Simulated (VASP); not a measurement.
Runs of VASP 6.6.1 on Ta2C. The structure is that of space group P-3m1 (No. 164), or close to it. The cells are those of the table. 

```csv
cell,gap on the mesh (eV),pressure (GPa),largest force (eV/Å)
"a = 3.018, b = 3.018, c = 4.921 Å, angles 90.0, 90.0, 120.0°, 3 atoms",none,(a),0.48
"a = 3.095, b = 3.095, c = 4.675 Å, angles 90.0, 90.0, 120.0°, 3 atoms",none,18.0,0.59
"a = 3.018, b = 3.018, c = 5.167 Å, angles 90.0, 90.0, 120.0°, 3 atoms",none,1.2,0.19
"a = 3.018, b = 3.018, c = 5.044 Å, angles 90.0, 90.0, 120.0°, 3 atoms",none,(b),0.14
"a = 3.095, b = 3.095, c = 4.798 Å, angles 90.0, 90.0, 120.0°, 3 atoms",none,8.6,0.33
"a = 3.173, b = 3.173, c = 4.675 Å, angles 90.0, 90.0, 120.0°, 3 atoms",none,2.3,0.11
```

Alike in all rows: task single point; level PBEsol; potentials or basis VASP PAW PBE potentials, release 64 (Ta_pv, C); no spin polarisation; k mesh 18 × 18 × 10; cutoff (eV) 520; smearing gaussian 0.15 eV.

Task: Estimate the missing entries.

Result: (a) 16.9; (b) 8.5.

Caveats: the PAW data sets were made with another functional, which shifts forces and pressure a little; spin-orbit coupling is left out, which moves the levels of the heavy elements; the stress differs along the axes, from 10 to 20 GPa (at least some runs); the stress differs along the axes, from 11 to 32 GPa (at least some runs); the stress differs along the axes, from -18 to 11 GPa (at least some runs); the stress differs along the axes, from -5 to 15 GPa (at least some runs); the stress differs along the axes, from 5 to 15 GPa (at least some runs).

A k mesh can miss the band edges, and the runs leave out spin-orbit coupling on Ta.

A gap of «none» marks levels without a gap at the run's occupations.
